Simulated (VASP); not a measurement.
# Pb (Pm-3m) in VASP: single point with PBE

Aim: the single point of Pb with PBE.

Everything below comes from runs of VASP 6.6.1. Logs are shortened: lines on timing, memory, paths and dates and some standing lists are left out, and cuts for length are marked.

### Step 1. The cell of the first run

Symmetry: Pm-3m, No. 221, cubic system. Conventional cell: a = 4.299 Å, b = 4.299 Å, c = 4.299 Å, α = 90.00°, β = 90.00°, γ = 90.00°. Pb (site symmetry m-3m) has 6 Pb at 4.30 Å within 5.6 Å.

This isn't the form of Pb at room conditions, which is fcc.

### Step 2. Single point, PBE

INCAR

```
SYSTEM = Pb
ALGO = Normal
EDIFF = 1E-6
ENCUT = 500
GGA = PE
GGA_COMPAT = .False.
ISIF = 2
ISMEAR = -1
LASPH = .True.
LCHARG = .True.
LELF = .True.
LREAL = .False.
LVHAR = .True.
LWAVE = .False.
NBANDS = 13
NELM = 120
PREC = Accurate
SIGMA = 0.1
```

KPOINTS

```
k-points
0
Gamma
  6 6 6
  0 0 0
```

POSCAR

```
Pb
1.0
    4.2989450000      0.0000000000      0.0000000000
    0.0000000000      4.2989450000      0.0000000000
    0.0000000000      0.0000000000      4.2989450000
Pb
1
Direct
    0.0000000000      0.0000000000      0.0000000000
```

Potentials or basis: VASP PAW PBE potentials, release 64 (Pb_d).

On the command line:

```sh
cat potpaw_PBE.64/Pb_d/POTCAR > POTCAR
mpirun -np 1 vasp_std > vasp.out
```

OUTCAR:

```text
SYSTEM = Pb
   EDIFF = 1E-6
   ENCUT = 500
   GGA = PE
   ISIF = 2
   ISMEAR = -1
   LASPH = .True.
   LREAL = .False.
   NELM = 120
   PREC = Accurate

 ion  position               nearest neighbor table
   1  0.000  0.000  0.000-

  LATTYP: Found a simple cubic cell.
 ALAT       =     4.2989450000

  Lattice vectors:

 A1 = (   4.2989450000,   0.0000000000,   0.0000000000)
 A2 = (   0.0000000000,   4.2989450000,   0.0000000000)
 A3 = (   0.0000000000,   0.0000000000,   4.2989450000)

Analysis of symmetry for initial positions (statically):
=====================================================================
 Subroutine PRICEL returns:
 Original cell was already a primitive cell.

 Routine SETGRP: Setting up the symmetry group for a
 simple cubic supercell.

 Subroutine GETGRP returns: Found 48 space group operations
 (whereof 48 operations were pure point group operations)
 out of a pool of 48 trial point group operations.

The static configuration has the point symmetry O_h .

Analysis of symmetry for dynamics (positions and initial velocities):
=====================================================================
 Subroutine PRICEL returns:
 Original cell was already a primitive cell.

 Routine SETGRP: Setting up the symmetry group for a
 simple cubic supercell.

 Subroutine GETGRP returns: Found 48 space group operations
 (whereof 48 operations were pure point group operations)
 out of a pool of 48 trial point group operations.

The dynamic configuration has the point symmetry O_h .

 Subroutine INISYM returns: Found 48 space group operations
 (whereof 48 operations are pure point group operations),
 and found     1 'primitive' translations

----------------------------------------------------------------------------------------

                                     Primitive cell

  volume of cell :      79.4485

  direct lattice vectors                    reciprocal lattice vectors
     4.298945000  0.000000000  0.000000000     0.232615211  0.000000000  0.000000000
     0.000000000  4.298945000  0.000000000     0.000000000  0.232615211  0.000000000
     0.000000000  0.000000000  4.298945000     0.000000000  0.000000000  0.232615211

  length of vectors
     4.298945000  4.298945000  4.298945000     0.232615211  0.232615211  0.232615211

  position of ions in fractional coordinates (direct lattice)
     0.000000000  0.000000000  0.000000000

  ion indices of the primitive-cell ions
   primitive index   ion index
                 1           1

----------------------------------------------------------------------------------------

 KPOINTS: k-points

Automatic generation of k-mesh.
 Grid dimensions read from file:
 generate k-points for:    6    6    6

 Generating k-lattice:

  Cartesian coordinates                     Fractional coordinates (reciprocal lattice)
     0.038769202  0.000000000  0.000000000     0.166666667  0.000000000  0.000000000
     0.000000000  0.038769202  0.000000000     0.000000000  0.166666667  0.000000000
     0.000000000  0.000000000  0.038769202     0.000000000  0.000000000  0.166666667

  Length of vectors
     0.038769202  0.038769202  0.038769202

  Shift w.r.t. Gamma in fractional coordinates (k-lattice)
     0.000000000  0.000000000  0.000000000

 Subroutine IBZKPT returns following result:
 ===========================================

 Found     20 irreducible k-points:

 Following reciprocal coordinates:
            Coordinates               Weight
  0.000000  0.000000  0.000000      1.000000
  0.166667  0.000000  0.000000      6.000000
  0.333333  0.000000  0.000000      6.000000
  0.500000  0.000000  0.000000      3.000000
  0.166667  0.166667  0.000000     12.000000
  0.333333  0.166667  0.000000     24.000000
[... 12 lines left out ...]
  0.500000  0.500000  0.333333      6.000000
  0.500000  0.500000  0.500000      1.000000
   k-points           NKPTS =     20   k-points in BZ     NKDIM =     20   number of bands    NBANDS=     13
   number of dos      NEDOS =    301   number of ions     NIONS =      1
   total plane-waves  NPLWV =  32768
   dimension x,y,z NGX =    32 NGY =   32 NGZ =   32
   dimension x,y,z NGXF=    64 NGYF=   64 NGZF=   64
   ions per type =               1
   NGX,Y,Z   is equivalent  to a cutoff of  12.37, 12.37, 12.37 a.u.
   NGXF,Y,Z  is equivalent  to a cutoff of  24.75, 24.75, 24.75 a.u.
 SYSTEM =  Pb
   PREC   = accura    normal or accurate (medium, high low for compatibility)
   ISTART =      0    job   : 0-new  1-cont  2-samecut
   ICHARG =      2    charge: 1-file 2-atom 10-const
   ISPIN  =      1    spin polarized calculation?
   LNONCOLLINEAR =      F non collinear calculations
   LSORBIT =      F    spin-orbit coupling
   LASPH  =      T    aspherical Exc in radial PAW
   ENCUT  =  500.0 eV  36.75 Ry    6.06 a.u.   7.84  7.84  7.84*2*pi/ulx,y,z
   NELM   =    120;   NELMIN=  2; NELMDL= -5     # of ELM steps
   EDIFF  = 0.1E-05   stopping-criterion for ELM
   LREAL  =      F    real-space projection
   EDIFFG = 0.1E-04   stopping-criterion for IOM
   NSW    =      0    number of steps for IOM
   IBRION =     -1    ionic relax: 0-MD 1-quasi-New 2-CG
   NFREE  =      0    steps in history (QN), initial steepest desc. (CG)
   ISIF   =      2    stress and relaxation
   ISYM   =      2    0-nonsym 1-usesym 2-fastsym
   POTIM  = 0.5000    time-step for ionic-motion
   TEBEG  =    0.0;   TEEND  =   0.0 temperature during run
   PSTRESS=    0.0 pullay stress
   NELECT =      14.0000    total number of electrons
   NUPDOWN=      -1.0000    fix difference up-down
   EMIN   =  10.00;   EMAX   =-10.00  energy-range for DOS
   EFERMI =   0.00;   METHOD = LEGACY
   ISMEAR =    -1;   SIGMA  =   0.10  broadening in eV -4-tet -1-fermi 0-gaus
   EFERMI_NEDOS =   21; number of points for ismear=-14 and -15
   IALGO  =     38    algorithm
   IMIX   =      4    mixing-type and parameters
     AMIX     =   0.40;   BMIX     =  1.00
     AMIX_MAG =   1.60;   BMIX_MAG =  1.00
  volume/ion in A,a.u.               =      79.45       536.14
  Fermi-wavevector in a.u.,A,eV,Ry     =   0.917816  1.734421 11.461360  0.842386
  Thomas-Fermi vector in A             =   2.042828
   LORBIT       =      0    0 simple, 1 ext, 2 COOP (PROOUT), +10 PAW based schemes
   GGA     = PE    functional components
   LHFCALC =     F    Hartree Fock is set to
   AEXX    =    0.0000 exact exchange contribution
   IVDW    =     0    specifies the selected vdW correction
   LEPSILON=     F    determine dielectric tensor
   LRPA    =     F    only Hartree local field effects (RPA)
 non-spin polarized calculation
  energy-cutoff  :      500.00
  volume of cell :       79.45
 maximum number of plane-waves:      2040
 NGX is ok and might be reduce to    32
   NGX = 15   NGY = 15   NGZ = 15

 number of electron      14.0000011 magnetization

 Free energy of the ion-electron system (eV)
  ---------------------------------------------------
  ext. energy  EPLUGINS =         0.00000000
  ---------------------------------------------------
  free energy    TOTEN  =        -2.12312749 eV

  energy without entropy =       -2.05121382  energy(sigma->0) =       -2.08717066

 E-fermi :   0.2626     XC(G=0):  -6.2646

 val. band max:        0.2007958961   @ k =   0.5000   0.5000   0.3333
 cond. band min:       0.2858155896   @ k =   0.5000   0.3333   0.0000
 fundamental gap:      0.0850196934
 Fermi energy:         0.2625661252

 k-point     1 :       0.0000    0.0000    0.0000
  band No.  band energies     occupation
      1     -16.9540      2.00000
      2     -16.9540      2.00000
      3     -16.9211      2.00000
      4     -16.9211      2.00000
      5     -16.9211      2.00000
      6      -8.3049      2.00000
      7       2.3537      0.00000
      8       2.3537      0.00000
      9       2.3537      0.00000
     10       3.7078      0.00000
     11       6.4586      0.00000
     12       6.4586      0.00000
     13      12.2611      0.00000

 k-point     2 :       0.1667    0.0000    0.0000
  band No.  band energies     occupation
      1     -16.9537      2.00000
      2     -16.9461      2.00000
      3     -16.9231      2.00000
      4     -16.9231      2.00000
      5     -16.9209      2.00000
      6      -8.2100      2.00000
      7       0.9838      0.00147
      8       2.4751      0.00000
      9       2.4751      0.00000
     10       4.4879      0.00000
     11       6.6451      0.00000
     12       7.6978      0.00000
     13      10.6943      0.00000

 k-point     3 :       0.3333    0.0000    0.0000
  band No.  band energies     occupation
      1     -16.9532      2.00000
      2     -16.9303      2.00000
      3     -16.9272      2.00000
      4     -16.9272      2.00000
      5     -16.9206      2.00000
      6      -7.9994      2.00000
      7      -0.4756      1.99876
      8       2.7464      0.00000
      9       2.7464      0.00000
     10       5.2567      0.00000
     11       7.1724      0.00000
     12       8.2794      0.00000
     13       9.5947      0.00000
[... 241 lines left out ...]
 k-point    19 :       0.5000    0.5000    0.3333
  band No.  band energies     occupation
      1     -16.9380      2.00000
      2     -16.9355      2.00000
      3     -16.9355      2.00000
      4     -16.9128      2.00000
      5     -16.9048      2.00000
      6      -7.2156      2.00000
      7       0.2008      1.29939
      8       0.2008      1.29939
      9       0.9488      0.00209
     10       4.6907      0.00000
     11       5.9448      0.00000
     12       5.9448      0.00000
     13       7.5620      0.00000

 k-point    20 :       0.5000    0.5000    0.5000
  band No.  band energies     occupation
      1     -16.9378      2.00000
      2     -16.9378      2.00000
      3     -16.9378      2.00000
      4     -16.9047      2.00000
      5     -16.9047      2.00000
      6      -7.1129      2.00000
      7       0.4002      0.40315
      8       0.4002      0.40315
      9       0.4002      0.40315
     10       5.3170      0.00000
     11       5.3170      0.00000
     12       5.3170      0.00000
     13       6.4999      0.00000

------------------------ aborting loop because EDIFF is reached ----------------------------------------

  FORCE on cell =-STRESS in cart. coord.  units (eV):
  Direction    XX          YY          ZZ          XY          YZ          ZX
  --------------------------------------------------------------------------------------
  -------------------------------------------------------------------------------------
  Total       -1.9917061     -1.9917061     -1.9917061     -0.0000000     -0.0000000      0.0000000
  in kB      -40.1652213    -40.1652213    -40.1652213     -0.0000000     -0.0000000      0.0000000
  external PRESSURE =     -40.1652213 kB  Pullay stress =       0.0000000 kB

 VOLUME and BASIS-vectors are now :
 -----------------------------------------------------------------------------
  energy-cutoff  :      500.00
  volume of cell :       79.45
      direct lattice vectors                 reciprocal lattice vectors
     4.298945000  0.000000000  0.000000000     0.232615211  0.000000000  0.000000000
     0.000000000  4.298945000  0.000000000     0.000000000  0.232615211  0.000000000
     0.000000000  0.000000000  4.298945000     0.000000000  0.000000000  0.232615211

 POSITION                                       TOTAL-FORCE (eV/Angst)
 -----------------------------------------------------------------------------------
      0.00000      0.00000      0.00000         0.000000      0.000000      0.000000
 -----------------------------------------------------------------------------------
    total drift:                                0.000000      0.000000      0.000000

  FREE ENERGIE OF THE ION-ELECTRON SYSTEM (eV)
  ---------------------------------------------------
  free  energy   TOTEN  =        -2.1231274909 eV

  energy  without entropy=       -2.0512138224  energy(sigma->0) =       -2.08717066
```

Run time: 8.1 s. Hardware: 1 thread of Intel Xeon Platinum 8488C (Sapphire Rapids), shared host; peak memory 0.17 GiB.

What came out:

```
Free energy            : -2.1231 eV
Pressure               : -4.0 GPa
Band gap on the k mesh : zero (bands 7 and 8 overlap by 2.63 eV)
```

Caveat: the cell stands under tension; spin-orbit coupling is left out, which moves the levels of the heavy elements.
